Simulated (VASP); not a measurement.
Here is a VASP 6.6.1 calculation.

File INCAR:

```
SYSTEM = SnO
ALGO     = Normal         ! electronic algorithm
EDIFF    = 1E-6           ! SCF threshold, eV
ENCUT    = 520            ! plane-wave cutoff, eV
GGA      = PE             ! functional
ISIF     = 2              ! what is computed and relaxed
ISMEAR   = 0              ! smearing method
LASPH    = .True.         ! aspherical terms in the spheres
LCHARG   = .True.         ! write CHGCAR
LELF     = .True.         ! ELF
LREAL    = .False.        ! projectors in reciprocal space
LVHAR    = .True.       
LWAVE    = .False.        ! write WAVECAR
NBANDS   = 28             ! bands
NELM     = 80             ! most SCF steps
PREC     = Accurate       ! precision mode
SIGMA    = 0.1            ! smearing width, eV
```

KPOINTS

```
k-points
0
Gamma
  6 6 4
  0 0 0
```

File POSCAR:

```
SnO
1.0
    3.3027895072      0.0000000000      0.0000000000
   -1.6513947536      2.8602996166      0.0000000000
    0.0000000000      0.0000000000      5.5145811002
Sn O
2 2
Direct
    0.0000000000      0.0000000000      0.0071360785
    0.3333333333      0.6666666667      0.5071361004
    0.0000000000      0.0000000000      0.3678643005
    0.3333333333      0.6666666667      0.8678645207
```

Potentials or basis: VASP PAW PBE potentials, release 64 (Sn_d, O).

Run with:

```bash
$ cat potpaw_PBE.64/Sn_d/POTCAR potpaw_PBE.64/O/POTCAR > POTCAR
$ mpirun -np 1 vasp_std > vasp.out
```

Q: Predict the band gap on the k mesh.

A: Zero (bands 20 and 21 overlap by 0.14 eV).

Q: Estimate the pressure.

A: 69.1 GPa.

Q: Predict the largest force.

A: 0.009 eV/Å.

Stress tensor (GPa, compression positive):
```
58.98  0.00  0.00
 0.00 58.98  0.00
 0.00  0.00 89.39
```

Caveat: the k points lie up to 0.37 Å⁻¹ apart; semilocal functionals underestimate gaps, so a narrow gap can read as zero; spin-orbit coupling is left out, which moves the levels of the heavy elements.
